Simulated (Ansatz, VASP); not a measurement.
## One calculation of MgH2, two programs

```
CELL_PARAMETERS angstrom
4.47624 0.00000 0.00000
0.00000 4.47624 0.00000
0.00000 0.00000 3.00792
ATOMIC_POSITIONS crystal
Mg 0.00000 0.00000 0.00000
Mg 0.50000 0.50000 0.50000
H 0.30450 0.30450 0.00000
H 0.19550 0.80450 0.50000
H 0.69550 0.69550 0.00000
H 0.80450 0.19550 0.50000
```

Alike in both runs: functional PBEsol; k mesh 6 × 6 × 8; no spin polarisation.

Ansatz relaxed the structure, and its values are those at the end. VASP's run is a single point on that final structure, the one shown.

```csv
,VASP,Ansatz
version,VASP 6.6.1,Ansatz 0.2.0
potentials or method,"VASP PAW PBE potentials, release 64 (Mg, H), cutoff 600 eV","scalar-relativistic, plane waves, PAW"
occupations,"gaussian, width 0.01 eV",fixed
valence electrons in the cell,8,24
```

VASP gave:

| Property | Result |
| --- | --- |
| gap on the k mesh at the Fermi level (eV) | 3.57 |
| least direct gap on the mesh (eV) | 4.40 |
| pressure (GPa) | -0.1 |

Problem. Estimate Ansatz's values.

Solution. gap on the k mesh at the Fermi level (eV): 3.57; least direct gap on the mesh (eV): 4.40; pressure (GPa): 0.0.

VASP's potentials were made for PBE, not for PBEsol. VASP's potentials hold 8 valence electrons a cell and Ansatz's 24, so a difference there can come from the potentials and not from the codes.
